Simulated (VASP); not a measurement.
**KBr: single point with PBE**

The system is KBr.

```
K Br
1.0
     0.00000    3.68830    3.68830
     3.68830    0.00000    3.68830
     3.68830    3.68830    0.00000
K Br
1 1
Direct
  0.00000 0.00000 0.00000
  0.25000 0.25000 0.25000
```

```yaml
Program: VASP 6.6.1
Task: single point
Functional: PBE
Potentials_or_basis: VASP PAW PBE potentials, release 64 (K_sv, Br)
Cutoff: 520 eV
k_mesh: 4 × 4 × 4
Occupations: gaussian, width 0.01 eV
Spin: no spin polarisation
Dipole_correction: no
Further_INCAR_settings: ALGO = Normal; EDIFF = 1e-06; NBANDS = 15
```

```
Pressure               : 0.3 GPa
Band gap on the k mesh : 4.28 eV (least direct gap 4.30 eV)
```

Levels at points of the mesh, in eV from the valence-band top:
| k point | band 5 | band 6 | band 7 | band 8 | band 9 | band 10 | band 11 | band 12 |
| --- | --- | --- | --- | --- | --- | --- | --- | --- |
| (0.00, 0.00, 0.00) | -11.28 | -0.02 | -0.02 | -0.02 | 4.28 | 8.62 | 8.62 | 9.61 |
| (0.50, 0.00, 0.00) | -11.06 | -0.39 | 0.00 | 0.00 | 6.53 | 6.98 | 8.21 | 8.21 |
| (0.50, 0.50, 0.00) | -11.00 | -0.44 | -0.02 | -0.02 | 6.07 | 7.18 | 8.93 | 9.46 |

Run time: 15 s on 1 thread of Intel(R) Xeon(R) Platinum 8375C CPU @ 2.90GHz (Ice Lake), with other jobs on the host, peak memory 0.23 GiB.

A k mesh can miss the band edges.
